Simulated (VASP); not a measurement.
# WS2 (Cm) in VASP: single point with PBEsol+D3(BJ)

Aim: the single point of WS2 with PBEsol+D3(BJ).

Everything below comes from runs of VASP 6.6.1. Logs are shortened: lines on timing, memory, paths and dates and some standing lists are left out, and cuts for length are marked.

## 1. The cell of the first run

The structure is monoclinic, space group Cm (No. 8). Conventional cell: a = 10.809 Å, b = 6.241 Å, c = 6.863 Å, α = 90.00°, β = 121.67°, γ = 90.00°. W (site symmetry m) has 6 S at 2.39 Å and 6 W at 3.12 Å within 3.2 Å. Within 3.2 Å of W (site symmetry m) lie 6 S at 2.39 to 2.57 Å and 6 W at 3.12 Å. Within 3.2 Å of W (site symmetry 1) lie 6 S at 2.39 to 2.42 Å and 6 W at 3.12 Å. Within 3.3 Å of S (site symmetry m) lie 3 W at 2.42 to 2.57 Å and 10 S at 3.01 to 3.26 Å. Within 3.3 Å of S (site symmetry m) lie 3 W at 2.39 Å and 10 S at 3.12 to 3.25 Å. Within 3.3 Å of S (site symmetry 1) lie 3 W at 2.39 Å and 10 S at 3.01 to 3.25 Å. Within 3.3 Å of S (site symmetry m) lie 3 W at 2.39 Å and 10 S at 3.12 to 3.26 Å. S (site symmetry m) has 3 W at 2.39 Å and 10 S at 3.08 to 3.25 Å within 3.3 Å.

## 2. Single point, PBEsol+D3(BJ) (atom 5 (S) moved -0.180 Å towards its neighbour atom 2 (W) at 2.388 Å)

The input, INCAR:

```
SYSTEM = WS2
PREC     = Accurate       ! precision mode
ENCUT    = 500            ! plane-wave cutoff, eV
EDIFF    = 1E-6           ! SCF threshold, eV
ISMEAR   = 0              ! smearing method
SIGMA    = 0.05           ! smearing width, eV
LREAL    = .FALSE.        ! projectors in reciprocal space
LASPH    = .TRUE.         ! aspherical terms in the spheres
NELM     = 120            ! most SCF steps
ALGO     = Normal         ! electronic algorithm
ISIF     = 2              ! what is computed and relaxed
LWAVE    = .FALSE.        ! write WAVECAR
LCHARG   = .FALSE.        ! write CHGCAR
GGA      = PS             ! functional
IVDW     = 12             ! dispersion correction
NBANDS   = 64             ! bands
GGA_COMPAT= .FALSE.
```

The input, KPOINTS:

```
regular mesh
0
G
  6 6 6
  0 0 0
```

The input, POSCAR:

```
WS2
1.0
   -6.2407890192      0.0000000000      0.0000000000
   -3.1203945096      5.4046818303      0.0000000000
   -3.1203945096      1.8015606101     -5.8413921014
W S
4 8
Direct
    0.4993606434      0.9993606434      0.0019180698
    0.4993606434      0.4993606434      0.0019180698
    0.9993606434      0.9993606434      0.0019180698
    0.9993606434      0.4993606434      0.0019180698
    0.2371047554      0.7747907773      0.7133136900
    0.2554860797      0.2554860797      0.7335417609
    0.7554860797      0.7554860797      0.7335417609
    0.7554860797      0.2554860797      0.7335417609
    0.0764532769      0.5764532769      0.2706401693
    0.0764532769      0.0764532769      0.2706401693
    0.5764532769      0.5764532769      0.2706401693
    0.5764532769      0.0764532769      0.2706401693
```

Potentials or basis: VASP PAW PBE potentials, release 64 (W_sv, S).

Started as:

```sh
> cat potpaw_PBE.64/W_sv/POTCAR potpaw_PBE.64/S/POTCAR > POTCAR
> mpirun -np 1 vasp_std > vasp.out
```

OUTCAR:

```text
SYSTEM = WS2
   PREC = Accurate
   ENCUT = 500
   EDIFF = 1E-6
   ISMEAR = 0
   LREAL = .FALSE.
   LASPH = .TRUE.
   NELM = 120
   ISIF = 2
   GGA = PS
   IVDW = 12
 IVDW          = 12

 ion  position               nearest neighbor table
   1  0.499  0.999  0.002-   8 2.39   6 2.39   7 2.39  12 2.39  10 2.39  11 2.39   3 3.12   3 3.12
                             2 3.12   4 3.12   2 3.12   4 3.12
   2  0.499  0.499  0.002-   7 2.39   8 2.39  11 2.39   9 2.39  12 2.39   5 2.57   4 3.12   4 3.12
                             1 3.12   3 3.12   3 3.12   1 3.12
   3  0.999  0.999  0.002-   6 2.39   8 2.39  10 2.39  12 2.39   9 2.39   5 2.42   1 3.12   1 3.12
                             2 3.12   4 3.12   4 3.12   2 3.12
   4  0.999  0.499  0.002-   7 2.39   6 2.39   9 2.39  11 2.39  10 2.39   5 2.42   2 3.12   2 3.12
                             1 3.12   3 3.12   1 3.12   3 3.12
   5  0.237  0.775  0.713-   4 2.42   3 2.42   2 2.57
   6  0.255  0.255  0.734-   3 2.39   1 2.39   4 2.39
   7  0.755  0.755  0.734-   2 2.39   4 2.39   1 2.39
   8  0.755  0.255  0.734-   1 2.39   3 2.39   2 2.39
   9  0.076  0.576  0.271-   4 2.39   2 2.39   3 2.39
  10  0.076  0.076  0.271-   3 2.39   1 2.39   4 2.39
  11  0.576  0.576  0.271-   2 2.39   4 2.39   1 2.39
  12  0.576  0.076  0.271-   1 2.39   3 2.39   2 2.39

  LATTYP: Found a trigonal (rhomboedric) cell.
 ALAT       =     6.8632604649
 COS(alpha) =     0.5865832734

  Lattice vectors:

 A1 = (   3.1203945096,   1.8015606101,  -5.8413921014)
 A2 = (   0.0000000000,  -3.6031212202,  -5.8413921014)
 A3 = (  -3.1203945096,   1.8015606101,  -5.8413921014)

Analysis of symmetry for initial positions (statically):
=====================================================================
 Subroutine PRICEL returns:
 Original cell was already a primitive cell.

 Routine SETGRP: Setting up the symmetry group for a
 trigonal (rhombohedral) supercell.

 Subroutine GETGRP returns: Found  2 space group operations
 (whereof  1 operations were pure point group operations)
 out of a pool of 12 trial point group operations.

The static configuration has the point symmetry C_1 .
 The point group associated with its full space group is C_1h.

Analysis of symmetry for dynamics (positions and initial velocities):
=====================================================================
 Subroutine PRICEL returns:
 Original cell was already a primitive cell.

 Routine SETGRP: Setting up the symmetry group for a
 trigonal (rhombohedral) supercell.

 Subroutine GETGRP returns: Found  2 space group operations
 (whereof  1 operations were pure point group operations)
 out of a pool of 12 trial point group operations.

The dynamic configuration has the point symmetry C_1 .
 The point group associated with its full space group is C_1h.

 Subroutine INISYM returns: Found  2 space group operations
 (whereof  1 operations are pure point group operations),
 and found     1 'primitive' translations

----------------------------------------------------------------------------------------

                                     Primitive cell

  volume of cell :     197.0271

  direct lattice vectors                    reciprocal lattice vectors
    -6.240789019  0.000000000  0.000000000    -0.160236149 -0.092512384  0.057064023
    -3.120394510  5.404681830  0.000000000     0.000000000  0.185024768  0.057064023
    -3.120394510  1.801560610 -5.841392101     0.000000000  0.000000000 -0.171192069

  length of vectors
     6.240789019  6.240789019  6.863260465     0.193624553  0.193624553  0.171192069

  position of ions in fractional coordinates (direct lattice)
     0.499360643  0.999360643  0.001918070
     0.499360643  0.499360643  0.001918070
     0.999360643  0.999360643  0.001918070
     0.999360643  0.499360643  0.001918070
     0.237104755  0.774790777  0.713313690
     0.255486080  0.255486080  0.733541761
     0.755486080  0.755486080  0.733541761
     0.755486080  0.255486080  0.733541761
     0.076453277  0.576453277  0.270640169
     0.076453277  0.076453277  0.270640169
     0.576453277  0.576453277  0.270640169
     0.576453277  0.076453277  0.270640169

  ion indices of the primitive-cell ions
   primitive index   ion index
                 1           1
                 2           2
                 3           3
                 4           4
                 5           5
                 6           6
                 7           7
                 8           8
                 9           9
                10          10
                11          11
                12          12

----------------------------------------------------------------------------------------

 KPOINTS: regular mesh

Automatic generation of k-mesh.
 Grid dimensions read from file:
 generate k-points for:    6    6    6

 Generating k-lattice:

  Cartesian coordinates                     Fractional coordinates (reciprocal lattice)
    -0.026706025 -0.015418731  0.009510671     0.166666667  0.000000000 -0.000000000
     0.000000000  0.030837461  0.009510671     0.000000000  0.166666667 -0.000000000
     0.000000000  0.000000000 -0.028532012     0.000000000  0.000000000  0.166666667

  Length of vectors
     0.032270759  0.032270759  0.028532012

  Shift w.r.t. Gamma in fractional coordinates (k-lattice)
     0.000000000  0.000000000  0.000000000

 Subroutine IBZKPT returns following result:
 ===========================================

 Found     68 irreducible k-points:

 Following reciprocal coordinates:
            Coordinates               Weight
  0.000000  0.000000  0.000000      1.000000
  0.166667 -0.000000  0.000000      2.000000
  0.000000  0.166667 -0.000000      4.000000
  0.333333 -0.000000  0.000000      2.000000
  0.000000  0.333333  0.000000      4.000000
  0.500000  0.000000  0.000000      1.000000
[... 16 lines left out ...]
  0.500000  0.333333  0.000000      4.000000
 -0.333333  0.166667 -0.333333      4.000000
 [... further k-points ...]
   k-points           NKPTS =     68   k-points in BZ     NKDIM =     68   number of bands    NBANDS=     64
   number of dos      NEDOS =    301   number of ions     NIONS =     12
   total plane-waves  NPLWV = 115200
   dimension x,y,z NGX =    48 NGY =   48 NGZ =   50
   dimension x,y,z NGXF=    96 NGYF=   96 NGZF=  100
   ions per type =               4   8
   NGX,Y,Z   is equivalent  to a cutoff of  12.79, 12.79, 12.11 a.u.
   NGXF,Y,Z  is equivalent  to a cutoff of  25.57, 25.57, 24.22 a.u.
 SYSTEM =  WS2
   PREC   = accura    normal or accurate (medium, high low for compatibility)
   ISTART =      0    job   : 0-new  1-cont  2-samecut
   ICHARG =      2    charge: 1-file 2-atom 10-const
   ISPIN  =      1    spin polarized calculation?
   LNONCOLLINEAR =      F non collinear calculations
   LSORBIT =      F    spin-orbit coupling
   LASPH  =      T    aspherical Exc in radial PAW
   ENCUT  =  500.0 eV  36.75 Ry    6.06 a.u.  11.38 11.38 12.51*2*pi/ulx,y,z
   NELM   =    120;   NELMIN=  2; NELMDL= -5     # of ELM steps
   EDIFF  = 0.1E-05   stopping-criterion for ELM
   LREAL  =      F    real-space projection
   EDIFFG = 0.1E-04   stopping-criterion for IOM
   NSW    =      0    number of steps for IOM
   IBRION =     -1    ionic relax: 0-MD 1-quasi-New 2-CG
   NFREE  =      0    steps in history (QN), initial steepest desc. (CG)
   ISIF   =      2    stress and relaxation
   ISYM   =      2    0-nonsym 1-usesym 2-fastsym
   POTIM  = 0.5000    time-step for ionic-motion
   TEBEG  =    0.0;   TEEND  =   0.0 temperature during run
   PSTRESS=    0.0 pullay stress
   NELECT =     104.0000    total number of electrons
   NUPDOWN=      -1.0000    fix difference up-down
   EMIN   =  10.00;   EMAX   =-10.00  energy-range for DOS
   EFERMI =   0.00;   METHOD = LEGACY
   ISMEAR =     0;   SIGMA  =   0.05  broadening in eV -4-tet -1-fermi 0-gaus
   EFERMI_NEDOS =   21; number of points for ismear=-14 and -15
   IALGO  =     38    algorithm
   IMIX   =      4    mixing-type and parameters
     AMIX     =   0.40;   BMIX     =  1.00
     AMIX_MAG =   1.60;   BMIX_MAG =  1.00
  volume/ion in A,a.u.               =      16.42       110.80
  Fermi-wavevector in a.u.,A,eV,Ry     =   1.323053  2.500208 23.816584  1.750470
  Thomas-Fermi vector in A             =   2.452689
   LORBIT       =      0    0 simple, 1 ext, 2 COOP (PROOUT), +10 PAW based schemes
   GGA     = PS    functional components
   LHFCALC =     F    Hartree Fock is set to
   AEXX    =    0.0000 exact exchange contribution
   IVDW    =    12    specifies the selected vdW correction
   LEPSILON=     F    determine dielectric tensor
   LRPA    =     F    only Hartree local field effects (RPA)
 non-spin polarized calculation
 Gauss-broadening in eV      SIGMA  =   0.05
  energy-cutoff  :      500.00
  volume of cell :      197.03
 maximum number of plane-waves:      5031
 NGX is ok and might be reduce to    48
   NGX = 23   NGY = 23   NGZ = 25

 number of electron     104.0000006 magnetization

 Free energy of the ion-electron system (eV)
  ---------------------------------------------------
  ext. energy  EPLUGINS =         0.00000000
  ---------------------------------------------------
  free energy    TOTEN  =      -100.65482265 eV

  energy without entropy =     -100.65482265  energy(sigma->0) =     -100.65482265

 E-fermi :   8.8235     XC(G=0): -11.6292

 val. band max:        8.5839767744   @ k =   0.0000   0.0000   0.5000
 cond. band min:       9.2515044169   @ k =  -0.3333   0.3333  -0.0000
 fundamental gap:      0.6675276425
 Fermi energy:         8.8235137940

 k-point     1 :       0.0000    0.0000    0.0000
  band No.  band energies     occupation
      1     -66.1394      2.00000
      2     -66.1130      2.00000
      3     -66.1029      2.00000
      4     -66.0900      2.00000
      5     -30.6159      2.00000
      6     -30.6137      2.00000
[... 1597 lines left out ...]
     63      11.3536      0.00000
     64      11.4431      0.00000

 [... further k-points ...]

------------------------ aborting loop because EDIFF is reached ----------------------------------------

 Edisp (eV)   -5.01797

 E8    (eV) :    -3.2567

  FORCE on cell =-STRESS in cart. coord.  units (eV):
  Direction    XX          YY          ZZ          XY          YZ          ZX
  --------------------------------------------------------------------------------------
  -------------------------------------------------------------------------------------
  Total      -0.91374    -0.78313    -2.76744    -0.11311    -0.74051    -1.28260
  in kB      -7.43028    -6.36824   -22.50417    -0.91975    -6.02165   -10.42981
  external pressure =      -12.10 kB  Pullay stress =        0.00 kB

 VOLUME and BASIS-vectors are now :
 -----------------------------------------------------------------------------
  energy-cutoff  :      500.00
  volume of cell :      197.03
      direct lattice vectors                 reciprocal lattice vectors
    -6.240789019  0.000000000  0.000000000    -0.160236149 -0.092512384  0.057064023
    -3.120394510  5.404681830  0.000000000     0.000000000  0.185024768  0.057064023
    -3.120394510  1.801560610 -5.841392101     0.000000000  0.000000000 -0.171192069

 POSITION                                       TOTAL-FORCE (eV/Angst)
 -----------------------------------------------------------------------------------
     -6.24079      5.40468     -0.01120        -0.000557     -0.000322      0.086324
     -4.68059      2.70234     -0.01120         0.776102      0.448083      0.758236
     -9.36118      5.40468     -0.01120         0.173734     -0.109570      0.399892
     -7.80099      2.70234     -0.01120        -0.008024      0.205243      0.399892
     -6.12319      5.47258     -4.16674        -1.224969     -0.707236     -1.684214
     -4.68059      2.70234     -4.28491        -0.012771     -0.007373     -0.051107
     -9.36118      5.40468     -4.28491         0.211855     -0.020157     -0.064496
     -7.80099      2.70234     -4.28491         0.088471      0.193550     -0.064496
     -3.12039      3.60312     -1.58092        -0.028582     -0.016502      0.169549
     -1.56020      0.90078     -1.58092         0.056640      0.032701      0.044088
     -6.24079      3.60312     -1.58092         0.027301     -0.084118      0.003165
     -4.68059      0.90078     -1.58092        -0.059198      0.065702      0.003165
 -----------------------------------------------------------------------------------
    total drift:                                0.000107      0.000065      0.000223

  FREE ENERGIE OF THE ION-ELECTRON SYSTEM (eV)
  ---------------------------------------------------
  free  energy   TOTEN  =      -105.6727927269 eV

  energy  without entropy=     -105.6727927269  energy(sigma->0) =     -105.67279273
```

It took 32 min on 1 thread of Intel Xeon 8259CL, shared host; peak memory 0.71 GiB.

What came out:

| Property | Result |
| --- | --- |
| Free energy | -105.6728 eV |
| Pressure | -1.2 GPa |
| Largest force | 2.199 eV/Å |
| Band gap on the k mesh | 0.67 eV |
| Dispersion energy per atom | -0.418 eV |

Forces in eV/Å, atoms in the order of the input:
```
W   -0.001  0.000  0.086
W    0.776  0.448  0.758
W    0.174 -0.110  0.400
W   -0.008  0.205  0.400
S   -1.225 -0.707 -1.684
S   -0.013 -0.007 -0.051
S    0.212 -0.020 -0.064
S    0.088  0.194 -0.064
S   -0.029 -0.017  0.170
S    0.057  0.033  0.044
S    0.027 -0.084  0.003
S   -0.059  0.066  0.003
```

Stress tensor (GPa, compression positive):
```
-0.74 -0.09 -1.04
-0.09 -0.64 -0.60
-1.04 -0.60 -2.25
```

Caveat: the cell differs from its parent crystal (atom 5 (S) moved -0.180 Å towards its neighbour atom 2 (W) at 2.388 Å); the PAW data sets were made with another functional, which shifts forces and pressure a little; spin-orbit coupling is left out, which moves the levels of the heavy elements. A k mesh can miss the band edges.
